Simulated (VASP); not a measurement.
# SiBiS (P6_3/mmc) in VASP: further runs, part 2 of 2

VASP 6.6.1. The steps go on from the part before.

## (5) Relaxation of cell and atoms, PBE

This run uses another cell than the first one, of 26.83 Å³/atom, 1.260 times its volume.

The input, INCAR:

```
PREC = Accurate ; ENCUT = 600
EDIFF = 1E-6 ; ISMEAR = 0
SIGMA = 0.1 ; LREAL = False
LASPH = True ; NELM = 60
ALGO = Normal ; ISIF = 3
LWAVE = False ; LCHARG = False
GGA = PE ; IBRION = 2
NSW = 90 ; EDIFFG = -0.04
```

The input, KPOINTS:

```
regular mesh
0
Gamma
  3 3 4
```

The input, POSCAR:

```
SiBiS
1.0
    6.2442795900      0.0000000000      0.0000000000
   -3.1221398000      5.4077047500      0.0000000000
    0.0000000000      0.0000000000      4.7678107000
Si Bi S
2 2 2
Direct
    0.3333333300      0.6666666700      0.7500000000
    0.6666666700      0.3333333300      0.2500000000
    0.3333333300      0.6666666700      0.2500000000
    0.6666666700      0.3333333300      0.7500000000
    0.0000000000      0.0000000000      0.0000000000
    0.0000000000      0.0000000000      0.5000000000
```

Potentials or basis: VASP PAW PBE potentials, release 64 (Si, Bi_d, S).

Launch:

```
cat potpaw_PBE.64/Si/POTCAR potpaw_PBE.64/Bi_d/POTCAR potpaw_PBE.64/S/POTCAR > POTCAR
mpirun -np 1 vasp_std > vasp.out
```

OUTCAR:

```text
PREC = Accurate
   ENCUT = 600
   EDIFF = 1E-6
   ISMEAR = 0
   LREAL = False
   LASPH = True
   NELM = 60
   ISIF = 3
   GGA = PE
   IBRION = 2
   NSW = 90
   EDIFFG = -0.04

 ion  position               nearest neighbor table
   1  0.333  0.667  0.750-   3 2.38   3 2.38
   2  0.667  0.333  0.250-   4 2.38   4 2.38
   3  0.333  0.667  0.250-   1 2.38   1 2.38
   4  0.667  0.333  0.750-   2 2.38   2 2.38
   5  0.000  0.000  0.000-   6 2.38   6 2.38
   6  0.000  0.000  0.500-   5 2.38   5 2.38

  LATTYP: Found a hexagonal cell.
 ALAT       =     6.2442795900
 C/A-ratio  =     0.7635485617

  Lattice vectors:

 A1 = (   6.2442795900,   0.0000000000,   0.0000000000)
 A2 = (  -3.1221398000,   5.4077047500,   0.0000000000)
 A3 = (   0.0000000000,   0.0000000000,   4.7678107000)

Analysis of symmetry for initial positions (statically):
=====================================================================
 Subroutine PRICEL returns:
 Original cell was already a primitive cell.

 Routine SETGRP: Setting up the symmetry group for a
 hexagonal supercell.

 Subroutine GETGRP returns: Found 24 space group operations
 (whereof 12 operations were pure point group operations)
 out of a pool of 24 trial point group operations.

The static configuration has the point symmetry D_3d.
 The point group associated with its full space group is D_6h.

Analysis of symmetry for dynamics (positions and initial velocities):
=====================================================================
 Subroutine PRICEL returns:
 Original cell was already a primitive cell.

 Routine SETGRP: Setting up the symmetry group for a
 hexagonal supercell.

 Subroutine GETGRP returns: Found 24 space group operations
 (whereof 12 operations were pure point group operations)
 out of a pool of 24 trial point group operations.

The dynamic configuration has the point symmetry D_3d.
 The point group associated with its full space group is D_6h.

[... 101 lines left out ...]
   NELECT =      50.0000    total number of electrons
   NUPDOWN=      -1.0000    fix difference up-down
   EMIN   =  10.00;   EMAX   =-10.00  energy-range for DOS
   EFERMI =   0.00;   METHOD = LEGACY
   ISMEAR =     0;   SIGMA  =   0.10  broadening in eV -4-tet -1-fermi 0-gaus
   EFERMI_NEDOS =   21; number of points for ismear=-14 and -15
   IALGO  =     38    algorithm
   IMIX   =      4    mixing-type and parameters
     AMIX     =   0.40;   BMIX     =  1.00
     AMIX_MAG =   1.60;   BMIX_MAG =  1.00
  volume/ion in A,a.u.               =      26.83       181.08
  Fermi-wavevector in a.u.,A,eV,Ry     =   1.108647  2.095040 16.722904  1.229099
  Thomas-Fermi vector in A             =   2.245177
   LORBIT       =      0    0 simple, 1 ext, 2 COOP (PROOUT), +10 PAW based schemes
   GGA     = PE    functional components
   LHFCALC =     F    Hartree Fock is set to
   AEXX    =    0.0000 exact exchange contribution
   IVDW    =     0    specifies the selected vdW correction
   LEPSILON=     F    determine dielectric tensor
   LRPA    =     F    only Hartree local field effects (RPA)
 conjugate gradient relaxation of ions
 non-spin polarized calculation
 Gauss-broadening in eV      SIGMA  =   0.10
  energy-cutoff  :      600.00
  volume of cell :      161.00
 maximum number of plane-waves:      5407
 NGX is ok and might be reduce to    50
   NGX = 25   NGY = 25   NGZ = 19

--------------------------------------- Ionic step        1  -------------------------------------------

 number of electron      50.0000000 magnetization

 Free energy of the ion-electron system (eV)
  ---------------------------------------------------
  ext. energy  EPLUGINS =         0.00000000
  ---------------------------------------------------
  free energy    TOTEN  =       -18.81268831 eV

  energy without entropy =      -18.78823141  energy(sigma->0) =      -18.80045986

------------------------ aborting loop because EDIFF is reached ----------------------------------------

  FORCE on cell =-STRESS in cart. coord.  units (eV):
  Direction    XX          YY          ZZ          XY          YZ          ZX
  --------------------------------------------------------------------------------------
  -------------------------------------------------------------------------------------
  Total       -5.4559043     -5.4559043     29.1730428      0.0000000      0.0000000      0.0000000
  in kB      -54.2953970    -54.2953969    290.3206947      0.0000001      0.0000000      0.0000000
  external PRESSURE =      60.5766336 kB  Pullay stress =       0.0000000 kB
[... 712 lines left out ...]
     29       7.8999      0.00000
     30       7.8999      0.00000

[... ionic steps 4 to 12 ...]

--------------------------------------- Ionic step       13  -------------------------------------------

 number of electron      49.9999995 magnetization

------------------------ aborting loop because EDIFF is reached ----------------------------------------
[... 75 lines left out ...]
--------------------------------------- Ionic step       15  -------------------------------------------

 number of electron      50.0000003 magnetization

 Free energy of the ion-electron system (eV)
  ---------------------------------------------------
  ext. energy  EPLUGINS =         0.00000000
  ---------------------------------------------------
  free energy    TOTEN  =       -23.19848401 eV

  energy without entropy =      -23.17080665  energy(sigma->0) =      -23.18464533

 E-fermi :   7.5154     XC(G=0): -10.5649

 val. band max:        7.3498233119   @ k =   0.3333   0.0000   0.0000
 cond. band min:       7.5313582898   @ k =   0.3333   0.0000   0.0000
 fundamental gap:      0.1815349779
 Fermi energy:         7.5154228650
[... 328 lines left out ...]
  FREE ENERGIE OF THE ION-ELECTRON SYSTEM (eV)
  ---------------------------------------------------
  free  energy   TOTEN  =       -23.1984840099 eV

  energy  without entropy=      -23.1708066540  energy(sigma->0) =      -23.18464533

 reached required accuracy - stopping structural energy minimisation
```

Wall time 6.2 min (1 thread of AMD EPYC 9R45 (Zen 5), shared host); peak memory 0.32 GiB.

What came out:

- Free energy: -23.1985 eV
- Relaxed volume: 21.31 Å³/atom
- Relaxed cell: a = 5.135 Å, b = 5.135 Å, c = 5.599 Å, α = 90.00°, β = 90.00°, γ = 120.00°
- Space group after relaxing (to 0.05 Å): P6_3/mmc (No. 194)
- Energy gained by relaxing: 731.0 meV/atom
- Ionic steps: 15
- Pressure after relaxing: 0.2 GPa
- Band gap on the k mesh: zero (band 25 reaches 8.15 eV, above the bottom of band 26 at 5.26 eV)

Step by step:
```tsv
step	energy change (eV)	largest force (eV/Å)	pressure (GPa)	volume (Å³)
1	0.0000	0.0000	6.06	161.00
2	-2.2933	0.0000	-9.51	181.70
3	-2.4749	0.0000	-7.59	176.94
4	-3.8465	0.0000	-6.72	150.51
5	-4.1372	0.0000	-5.37	141.63
6	-4.3075	0.0000	2.44	124.41
7	-4.3400	0.0000	-1.47	131.11
8	-4.3500	0.0000	-0.55	129.27
9	-4.3507	0.0000	-0.01	128.36
10	-4.3515	0.0000	-0.07	128.35
11	-4.3541	0.0000	-0.10	128.29
12	-4.3676	0.0000	-0.12	128.16
13	-4.3848	0.0000	0.32	127.75
14	-4.3839	0.0000	0.10	127.93
15	-4.3858	0.0000	0.17	127.86
```

Final structure:
```xyz
6
Lattice="5.1349 0.0000 0.0000 -2.5675 4.4470 0.0000 0.0000 0.0000 5.5995" Properties=species:S:1:pos:R:3 pbc="T T T"
Si    0.0000    2.9647    4.1996
Si    2.5675    1.4823    1.3999
Bi    0.0000    2.9647    1.3999
Bi    2.5675    1.4823    4.1996
S     0.0000    0.0000    0.0000
S     0.0000    0.0000    2.7997
```

Caveat: the k points lie up to 0.47 Å⁻¹ apart in the final cell; the volume moved by over 15 % at a fixed basis, so the end points are rough; spin-orbit coupling is left out, which moves the levels of the heavy elements.

## (6) Summary

| task | cell | k mesh | cutoff (eV) | gap on the mesh (eV) | pressure (GPa) |
| --- | --- | --- | --- | --- | --- |
| single point | a = 5.137, b = 5.137, c = 5.593 Å, angles 90.0, 90.0, 120.0°, 6 atoms | 3 × 3 × 4 | 520 | none | 0.2 |
| single point | a = 6.244, b = 6.244, c = 4.768 Å, angles 90.0, 90.0, 120.0°, 6 atoms | 3 × 3 × 4 | 520 | none | 6.0 |
| single point | a = 5.173, b = 5.173, c = 5.599 Å, angles 90.0, 90.0, 120.0°, 6 atoms | 6 × 6 × 4 | 520 | none | -0.1 |
| relaxation of cell and atoms | relaxed from a = 6.244, b = 6.244, c = 4.768 Å, angles 90.0, 90.0, 120.0°, 6 atoms | 3 × 3 × 4 | 600 | none | 0.2 |

Alike in all rows: level PBE; potentials or basis VASP PAW PBE potentials, release 64 (Si, Bi_d, S); no spin polarisation; smearing gaussian 0.1 eV.

Caveats: some runs use coarse meshes; spin-orbit coupling is left out, which moves the levels of the heavy elements; the volume moved by over 15 % at a fixed basis, so the end points are rough (some runs).

Absolute energies hang on the potentials; compare differences alone.
